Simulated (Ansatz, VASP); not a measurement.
## BaAlGe in VASP and in Ansatz

The input INCAR:

```
PREC = Accurate
ENCUT = 520
EDIFF = 1E-6
ISMEAR = 0
SIGMA = 0.1
LREAL = False
LASPH = True
NELM = 100
ALGO = Normal
ISIF = 2
LWAVE = False
LCHARG = False
NBANDS = 20
```

The input KPOINTS:

```
Automatic mesh
0
Gamma
  6 6 4
```

File POSCAR:

```
BaAlGe
1.0
    4.3526167746      0.0000000000      0.0000000000
   -2.1763083873      3.7694766997      0.0000000000
    0.0000000000      0.0000000000      5.2277673000
Ba Al Ge
1 1 1
Direct
    0.0000000000      0.0000000000      0.0000000000
    0.6666666700      0.3333333300      0.5000000000
    0.3333333300      0.6666666700      0.5000000000
```

Input for Ansatz:

```yaml
crystal:
  lattice:
    - [4.3526167746, 0.0, 0.0]
    - [-2.1763083873, 3.7694766997, 0.0]
    - [0.0, 0.0, 5.2277673]
  atoms:
    - { symbol: Ba, position: [0.0, 0.0, 0.0] }
    - { symbol: Al, position: [0.66666667, 0.33333333, 0.5] }
    - { symbol: Ge, position: [0.33333333, 0.66666667, 0.5] }
basis:
  ecutwfc: 420
kpoints:
  mp_grid: { grid: [6, 6, 4] }
hamiltonian:
  xc: lda
scf:
  occupations: { method: gaussian, width: 0.1 }
output:
  forces: true
  stress: true
  eigenvalues: true
```

Alike in both runs: task single point; functional LDA; k mesh 6 × 6 × 4; occupations gaussian, width 0.1 eV; no spin polarisation.

|  | VASP | Ansatz |
| --- | --- | --- |
| version | VASP 6.6.1 | Ansatz 0.2.0 |
| potentials or method | VASP PAW LDA potentials, release 64 (Ba_sv, Al, Ge_d), cutoff 520 eV | scalar-relativistic, plane waves, PAW |
| valence electrons in the cell | 27 | 27 |

Ansatz gave:

| Quantity | Value |
| --- | --- |
| gap on the k mesh at the Fermi level (eV) | none |
| pressure (GPa) | -3.1 |
| traceless stress, the component that is largest in VASP (GPa) | -0.52 |

Q: Estimate VASP's values.

A: gap on the k mesh at the Fermi level (eV): none; pressure (GPa): -2.7; traceless stress, the component that is largest in VASP (GPa): -0.46.

LDA's correlation is that of Perdew and Zunger in VASP and of Perdew and Wang (1992) in Ansatz. A gap of «none» marks a metal or a gap that the smearing closes.

Neither program's run includes spin-orbit coupling.
